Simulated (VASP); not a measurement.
# HPbNO4 (P1) in VASP: settings compared

HPbNO4 is run at these levels: PBE, PBE+D3(BJ); tasks: single point.

Everything below comes from runs of VASP 6.6.1. Logs are shortened: lines on timing, memory, paths and dates and some standing lists are left out, and cuts for length are marked.

## Step 1: The cell of the first run

The typed cell holds 7 atoms: a = 3.858 Å, b = 5.535 Å, c = 6.055 Å, α = 106.62°, β = 93.97°, γ = 90.45°.

## Step 2: Single point, PBE

Input file INCAR:

```
ALGO = Normal
EDIFF = 1E-6
ENCUT = 520
GGA = PE
ISIF = 2
ISMEAR = -1
LASPH = True
LCHARG = True
LELF = True
LREAL = False
LVHAR = True
LWAVE = False
NBANDS = 31
NELM = 100
PREC = Accurate
SIGMA = 0.05
```

Input file KPOINTS:

```
k-points
0
Gamma
  8 6 5
```

Input file POSCAR:

```
HPbNO4
1.0
    3.8540400000      0.1438400000      0.0901200000
   -0.2532000000      5.5269800000      0.1647100000
   -0.4819700000     -1.9272000000      5.7202500000
H Pb N O
1 1 1 4
Direct
    0.1091300000      0.6571800000      0.5446300000
    0.6102900000      0.5212700000      0.1510000000
    0.9158000000      0.9626300000      0.9586700000
    0.0138400000      0.1363900000      0.8808400000
    0.7239800000      0.0105700000      0.1285800000
    0.0038900000      0.7373200000      0.8704300000
    0.1192700000      0.5932400000      0.3765100000
```

Potentials or basis: VASP PAW PBE potentials, release 64 (H, Pb_d, N, O).

On the command line:

```sh
cat potpaw_PBE.64/H/POTCAR potpaw_PBE.64/Pb_d/POTCAR potpaw_PBE.64/N/POTCAR potpaw_PBE.64/O/POTCAR > POTCAR
mpirun -np 1 vasp_std > vasp.out
```

OUTCAR:

```text
EDIFF = 1E-6
   ENCUT = 520
   GGA = PE
   ISIF = 2
   ISMEAR = -1
   LASPH = True
   LREAL = False
   NELM = 100
   PREC = Accurate

 ion  position               nearest neighbor table
   1  0.109  0.657  0.545-   7 0.98
   2  0.610  0.521  0.151-   7 2.28   7 2.38   5 2.78   5 2.83   4 2.84   6 2.85
   3  0.916  0.963  0.959-   4 1.25   6 1.27   5 1.28
   4  0.014  0.136  0.881-   3 1.25   2 2.84
   5  0.724  0.011  0.129-   3 1.28   2 2.78   2 2.83
   6  0.004  0.737  0.870-   3 1.27   2 2.85
   7  0.119  0.593  0.377-   1 0.98   2 2.28   2 2.38

  LATTYP: Found a triclinic cell.
 ALAT       =     6.9506566964
 B/A-ratio  =     0.5550232440
 C/A-ratio  =     0.7963604173
 COS(alpha) =     0.0077737674
 COS(beta)  =     0.2535091708
 COS(gamma) =     0.4946358889

  Lattice vectors:

 A1 = (  -3.3720700000,   1.7833600000,  -5.8103700000)
 A2 = (  -3.8540400000,  -0.1438400000,  -0.0901200000)
 A3 = (  -0.2532000000,   5.5269800000,   0.1647100000)

Analysis of symmetry for initial positions (statically):
=====================================================================
 Subroutine PRICEL returns:
 Original cell was already a primitive cell.

 Routine SETGRP: Setting up the symmetry group for a
 triclinic supercell.

 Subroutine GETGRP returns: Found  1 space group operations
 (whereof  1 operations were pure point group operations)
 out of a pool of  2 trial point group operations.

The static configuration has the point symmetry C_1 .

Analysis of symmetry for dynamics (positions and initial velocities):
=====================================================================
 Subroutine PRICEL returns:
 Original cell was already a primitive cell.

 Routine SETGRP: Setting up the symmetry group for a
 triclinic supercell.

 Subroutine GETGRP returns: Found  1 space group operations
 (whereof  1 operations were pure point group operations)
 out of a pool of  2 trial point group operations.

The dynamic configuration has the point symmetry C_1 .

 Subroutine INISYM returns: Found  1 space group operations
 (whereof  1 operations are pure point group operations),
 and found     1 'primitive' translations

----------------------------------------------------------------------------------------

                                     Primitive cell

  volume of cell :     123.5525

  direct lattice vectors                    reciprocal lattice vectors
     3.854040000  0.143840000  0.090120000     0.258457951  0.011080161  0.025509840
    -0.253200000  5.526980000  0.164710000    -0.008065233  0.178786348  0.059555063
    -0.481970000 -1.927200000  5.720250000    -0.003839658 -0.005322572  0.172700798

  length of vectors
     3.857776028  5.535227867  6.055382315     0.259950062  0.188617103  0.172825456

  position of ions in fractional coordinates (direct lattice)
     0.109130000  0.657180000  0.544630000
     0.610290000  0.521270000  0.151000000
     0.915800000  0.962630000  0.958670000
     0.013840000  0.136390000  0.880840000
     0.723980000  0.010570000  0.128580000
     0.003890000  0.737320000  0.870430000
     0.119270000  0.593240000  0.376510000

  ion indices of the primitive-cell ions
   primitive index   ion index
                 1           1
                 2           2
                 3           3
                 4           4
                 5           5
                 6           6
                 7           7

----------------------------------------------------------------------------------------

 KPOINTS: k-points

Automatic generation of k-mesh.
 Grid dimensions read from file:
 generate k-points for:    8    6    5

 Generating k-lattice:

  Cartesian coordinates                     Fractional coordinates (reciprocal lattice)
     0.032307244  0.001385020  0.003188730     0.125000000  0.000000000  0.000000000
    -0.001344205  0.029797725  0.009925844    -0.000000000  0.166666667  0.000000000
    -0.000767932 -0.001064514  0.034540160    -0.000000000 -0.000000000  0.200000000

  Length of vectors
     0.032493758  0.031436184  0.034565091

  Shift w.r.t. Gamma in fractional coordinates (k-lattice)
     0.000000000  0.000000000  0.000000000

 Subroutine IBZKPT returns following result:
 ===========================================

 Found    122 irreducible k-points:

 Following reciprocal coordinates:
            Coordinates               Weight
  0.000000  0.000000  0.000000      1.000000
  0.125000  0.000000  0.000000      2.000000
  0.250000  0.000000  0.000000      2.000000
  0.375000  0.000000  0.000000      2.000000
  0.500000  0.000000  0.000000      1.000000
 -0.000000  0.166667  0.000000      2.000000
[... 16 lines left out ...]
  0.125000  0.500000 -0.000000      2.000000
  0.250000  0.500000  0.000000      2.000000
 [... further k-points ...]
   k-points           NKPTS =    122   k-points in BZ     NKDIM =    122   number of bands    NBANDS=     31
   number of dos      NEDOS =    301   number of ions     NIONS =      7
   total plane-waves  NPLWV =  60480
   dimension x,y,z NGX =    30 NGY =   42 NGZ =   48
   dimension x,y,z NGXF=    60 NGYF=   84 NGZF=   96
   ions per type =               1   1   1   4
   NGX,Y,Z   is equivalent  to a cutoff of  12.93, 12.61, 13.18 a.u.
   NGXF,Y,Z  is equivalent  to a cutoff of  25.86, 25.23, 26.36 a.u.
 SYSTEM =  unknown system
   PREC   = accura    normal or accurate (medium, high low for compatibility)
   ISTART =      0    job   : 0-new  1-cont  2-samecut
   ICHARG =      2    charge: 1-file 2-atom 10-const
   ISPIN  =      1    spin polarized calculation?
   LNONCOLLINEAR =      F non collinear calculations
   LSORBIT =      F    spin-orbit coupling
   LASPH  =      T    aspherical Exc in radial PAW
   ENCUT  =  520.0 eV  38.22 Ry    6.18 a.u.   7.17 10.29 11.26*2*pi/ulx,y,z
   NELM   =    100;   NELMIN=  2; NELMDL= -5     # of ELM steps
   EDIFF  = 0.1E-05   stopping-criterion for ELM
   LREAL  =      F    real-space projection
   EDIFFG = 0.1E-04   stopping-criterion for IOM
   NSW    =      0    number of steps for IOM
   IBRION =     -1    ionic relax: 0-MD 1-quasi-New 2-CG
   NFREE  =      0    steps in history (QN), initial steepest desc. (CG)
   ISIF   =      2    stress and relaxation
   ISYM   =      2    0-nonsym 1-usesym 2-fastsym
   POTIM  = 0.5000    time-step for ionic-motion
   TEBEG  =    0.0;   TEEND  =   0.0 temperature during run
   PSTRESS=    0.0 pullay stress
   NELECT =      44.0000    total number of electrons
   NUPDOWN=      -1.0000    fix difference up-down
   EMIN   =  10.00;   EMAX   =-10.00  energy-range for DOS
   EFERMI =   0.00;   METHOD = LEGACY
   ISMEAR =    -1;   SIGMA  =   0.05  broadening in eV -4-tet -1-fermi 0-gaus
   EFERMI_NEDOS =   21; number of points for ismear=-14 and -15
   IALGO  =     38    algorithm
   IMIX   =      4    mixing-type and parameters
     AMIX     =   0.40;   BMIX     =  1.00
     AMIX_MAG =   1.60;   BMIX_MAG =  1.00
  volume/ion in A,a.u.               =      17.65       119.11
  Fermi-wavevector in a.u.,A,eV,Ry     =   1.160402  2.192842 18.320693  1.346533
  Thomas-Fermi vector in A             =   2.296985
   LORBIT       =      0    0 simple, 1 ext, 2 COOP (PROOUT), +10 PAW based schemes
   GGA     = PE    functional components
   LHFCALC =     F    Hartree Fock is set to
   AEXX    =    0.0000 exact exchange contribution
   IVDW    =     0    specifies the selected vdW correction
   LEPSILON=     F    determine dielectric tensor
   LRPA    =     F    only Hartree local field effects (RPA)
 non-spin polarized calculation
  energy-cutoff  :      520.00
  volume of cell :      123.55
 maximum number of plane-waves:      3356
 NGX is ok and might be reduce to    30
   NGX = 15   NGY = 21   NGZ = 23

 number of electron      44.0000005 magnetization

 Free energy of the ion-electron system (eV)
  ---------------------------------------------------
  ext. energy  EPLUGINS =         0.00000000
  ---------------------------------------------------
  free energy    TOTEN  =       -40.40204435 eV

  energy without entropy =      -40.40204435  energy(sigma->0) =      -40.40204435

 E-fermi :   0.3972     XC(G=0):  -7.5545

 val. band max:       -0.6894012880   @ k =   0.5000   0.5000   0.4000
 cond. band min:       2.4263022275   @ k =   0.5000   0.0000   0.4000
 fundamental gap:      3.1157035155
 Fermi energy:         0.3971766225

 k-point     1 :       0.0000    0.0000    0.0000
  band No.  band energies     occupation
      1     -26.4498      2.00000
      2     -21.0428      2.00000
      3     -20.8017      2.00000
      4     -18.2161      2.00000
      5     -15.7748      2.00000
      6     -15.7510      2.00000
[... 23 lines left out ...]
     30       9.4196      0.00000
     31      10.0852      0.00000

 k-point     2 :       0.1250    0.0000    0.0000
  band No.  band energies     occupation
      1     -26.4445      2.00000
      2     -21.0411      2.00000
      3     -20.8085      2.00000
      4     -18.2156      2.00000
      5     -15.7748      2.00000
      6     -15.7602      2.00000
[... 23 lines left out ...]
     30       9.5301      0.00000
     31      10.2030      0.00000

 k-point     3 :       0.2500    0.0000    0.0000
  band No.  band energies     occupation
      1     -26.4315      2.00000
      2     -21.0374      2.00000
      3     -20.8246      2.00000
      4     -18.2155      2.00000
      5     -15.7768      2.00000
      6     -15.7747      2.00000
[... 23 lines left out ...]
     30       9.7472      0.00000
     31      10.3671      0.00000

 k-point     4 :       0.3750    0.0000    0.0000
  band No.  band energies     occupation
      1     -26.4186      2.00000
      2     -21.0341      2.00000
      3     -20.8406      2.00000
      4     -18.2170      2.00000
      5     -15.7820      2.00000
      6     -15.7744      2.00000
[... 23 lines left out ...]
     30      10.0160      0.00000
     31      10.2824      0.00000

 k-point     5 :       0.5000    0.0000    0.0000
  band No.  band energies     occupation
      1     -26.4132      2.00000
      2     -21.0329      2.00000
      3     -20.8471      2.00000
      4     -18.2181      2.00000
      5     -15.7826      2.00000
      6     -15.7742      2.00000
[... 23 lines left out ...]
     30       9.8965      0.00000
     31      10.5643      0.00000
[... 542 lines left out ...]
     30      10.1177      0.00000
     31      10.8305      0.00000

 k-point    22 :      -0.0000    0.5000    0.0000
  band No.  band energies     occupation
      1     -26.4462      2.00000
      2     -21.0604      2.00000
      3     -20.7946      2.00000
      4     -18.2125      2.00000
      5     -15.7836      2.00000
      6     -15.7587      2.00000
[... 23 lines left out ...]
     30      10.0609      0.00000
     31      10.7413      0.00000

 k-point    23 :       0.1250    0.5000   -0.0000
  band No.  band energies     occupation
      1     -26.4410      2.00000
      2     -21.0580      2.00000
      3     -20.8013      2.00000
      4     -18.2125      2.00000
      5     -15.7829      2.00000
      6     -15.7731      2.00000
[... 23 lines left out ...]
     30      10.0609      0.00000
     31      10.9616      0.00000

 k-point    24 :       0.2500    0.5000    0.0000
  band No.  band energies     occupation
      1     -26.4284      2.00000
      2     -21.0526      2.00000
      3     -20.8173      2.00000
      4     -18.2135      2.00000
      5     -15.7931      2.00000
      6     -15.7815      2.00000
[... 23 lines left out ...]
     30       9.9387      0.00000
     31      10.5538      0.00000

 [... further k-points ...]

------------------------ aborting loop because EDIFF is reached ----------------------------------------

  FORCE on cell =-STRESS in cart. coord.  units (eV):
  Direction    XX          YY          ZZ          XY          YZ          ZX
  --------------------------------------------------------------------------------------
  -------------------------------------------------------------------------------------
  Total        0.1632697      0.6307451      0.3715208      0.0303470      0.0151413     -0.3220486
  in kB        2.1172129      8.1792363      4.8177252      0.3935270      0.1963466     -4.1761913
  external PRESSURE =       5.0380581 kB  Pullay stress =       0.0000000 kB

 VOLUME and BASIS-vectors are now :
 -----------------------------------------------------------------------------
  energy-cutoff  :      520.00
  volume of cell :      123.55
      direct lattice vectors                 reciprocal lattice vectors
     3.854040000  0.143840000  0.090120000     0.258457951  0.011080161  0.025509840
    -0.253200000  5.526980000  0.164710000    -0.008065233  0.178786348  0.059555063
    -0.481970000 -1.927200000  5.720250000    -0.003839658 -0.005322572  0.172700798

 POSITION                                       TOTAL-FORCE (eV/Angst)
 -----------------------------------------------------------------------------------
     -0.00830      2.59831      3.23350        -0.009946     -0.002219      0.099074
      2.14732      2.67783      1.00462        -0.016544     -0.000884     -0.017656
      2.82374      3.60462      5.72492        -0.015277     -0.045770      0.019081
     -0.40573     -0.94174      5.06234         0.126041      0.380806     -0.131736
      2.72560     -0.08524      0.80250        -0.231788     -0.026003      0.262238
     -0.59122      2.39822      5.10087         0.126916     -0.306819     -0.154353
      0.12800      2.57037      2.26219         0.020598      0.000889     -0.076649
 -----------------------------------------------------------------------------------
    total drift:                               -0.000583     -0.000410      0.000902

  FREE ENERGIE OF THE ION-ELECTRON SYSTEM (eV)
  ---------------------------------------------------
  free  energy   TOTEN  =       -40.4020443542 eV

  energy  without entropy=      -40.4020443542  energy(sigma->0) =      -40.40204435
```

It took 5.5 min on 1 thread of Intel Xeon Platinum 8488C (Sapphire Rapids), shared host; peak memory 0.54 GiB.

Results:

```yaml
Free_energy: -40.4020 eV
Pressure: 0.5 GPa
Largest_force: 0.422 eV/Å
Band_gap_on_the_k_mesh: 3.12 eV (least direct gap 3.17 eV)
```

Forces in eV/Å, atoms in the order of the input:
```
H   -0.010 -0.002  0.099
Pb  -0.017 -0.001 -0.018
N   -0.015 -0.046  0.019
O    0.126  0.381 -0.132
O   -0.232 -0.026  0.262
O    0.127 -0.307 -0.154
O    0.021  0.001 -0.077
```

Stress tensor (GPa, compression positive):
```
 0.21  0.04 -0.42
 0.04  0.82  0.02
-0.42  0.02  0.48
```

Levels at points of the mesh, in eV from the valence-band top:
```csv
k point,band 18,band 19,band 20,band 21,band 22,band 23,band 24,band 25,band 26,band 27
"(0.00, 0.00, 0.00)",-1.91,-1.72,-1.50,-0.71,-0.44,3.45,4.35,5.81,5.99,7.85
"(0.50, 0.00, 0.00)",-1.93,-1.60,-0.60,-0.48,-0.36,3.16,4.97,5.55,6.29,7.82
"(0.00, 0.50, 0.00)",-1.89,-1.51,-1.16,-0.88,-0.59,3.51,4.31,4.67,7.50,7.84
"(0.50, 0.50, 0.00)",-2.00,-1.62,-0.66,-0.53,-0.05,3.19,4.90,5.37,6.32,8.58
```

Caveat: the standard files for N, O and F lose accuracy on very short bonds; spin-orbit coupling is left out, which moves the levels of the heavy elements. A k mesh can miss the band edges.

## Step 3: Single point, PBE+D3(BJ)

This run uses another cell than the first one, of 16.65 Å³/atom.

Input file INCAR:

```
SYSTEM = HPbNO4
ALGO     = Normal         ! electronic algorithm
EDIFF    = 1E-7           ! SCF threshold, eV
ENCUT    = 520            ! plane-wave cutoff, eV
GGA      = PE             ! functional
ISIF     = 2              ! what is computed and relaxed
ISMEAR   = -1             ! smearing method
IVDW     = 12             ! dispersion correction
LASPH    = .True.         ! aspherical terms in the spheres
LCHARG   = .False.        ! write CHGCAR
LREAL    = .False.        ! projectors in reciprocal space
LWAVE    = .False.        ! write WAVECAR
NBANDS   = 31             ! bands
NELM     = 60             ! most SCF steps
PREC     = Accurate       ! precision mode
SIGMA    = 0.05           ! smearing width, eV
```

Input file KPOINTS:

```
k-points
0
Gamma
  5 4 4
  0 0 0
```

Input file POSCAR:

```
HPbNO4
1.0
    3.8207943782      0.1562926632     -0.0361835903
   -0.2386770433      5.5059905533      0.2034030050
   -0.6673331241     -1.8821370210      5.4700451987
H Pb N O
1 1 1 4
Direct
    0.1326380417      0.6590387763      0.5599351253
    0.5995123724      0.5197518899      0.1483477490
    0.9079681490      0.9640189745      0.9534280724
   -0.0040454233      0.1341703659      0.8662760620
    0.7280452571      0.0148155204      0.1286212370
   -0.0048137613      0.7377009616      0.8686669181
    0.1368953644      0.5891035114      0.3853848362
```

Potentials or basis: VASP PAW PBE potentials, release 64 (H, Pb_d, N, O).

On the command line:

```sh
cat potpaw_PBE.64/H/POTCAR potpaw_PBE.64/Pb_d/POTCAR potpaw_PBE.64/N/POTCAR potpaw_PBE.64/O/POTCAR > POTCAR
mpirun -np 1 vasp_std > vasp.out
```

Wall time 92 s (1 thread of AMD EPYC 9R45 (Zen 5), shared host); peak memory 0.29 GiB.

The run converged. Its results:

```
Free energy                : -41.0246 eV
Pressure                   : 0.5 GPa
Largest force              : 0.429 eV/Å
Band gap on the k mesh     : 3.10 eV
Dispersion energy per atom : -0.092 eV
```

Forces in eV/Å, atoms in the order of the input:
```
H   -0.011 -0.001  0.092
Pb  -0.015 -0.001 -0.015
N   -0.011 -0.051  0.015
O    0.123  0.384 -0.146
O   -0.234 -0.023  0.275
O    0.128 -0.307 -0.148
O    0.020 -0.002 -0.073
```

Stress tensor (GPa, compression positive):
```
 0.22  0.02 -0.51
 0.02  0.88 -0.03
-0.51 -0.03  0.48
```

Levels at points of the mesh, in eV from the valence-band top:
```csv
k point,band 20,band 21,band 22,band 23,band 24,band 25
"(0.00, 0.00, 0.00)",-1.47,-0.70,-0.49,3.39,4.48,5.83
"(0.00, 0.50, 0.00)",-1.19,-0.87,-0.61,3.46,4.33,4.77
"(0.00, 0.00, 0.50)",-1.24,-0.75,-0.45,3.23,3.82,5.81
"(0.00, 0.50, 0.50)",-1.00,-0.86,-0.60,3.41,4.05,4.70
```

Caveat: the standard files for N, O and F lose accuracy on very short bonds; spin-orbit coupling is left out, which moves the levels of the heavy elements. A k mesh can miss the band edges.

[end of part 1 of 2]
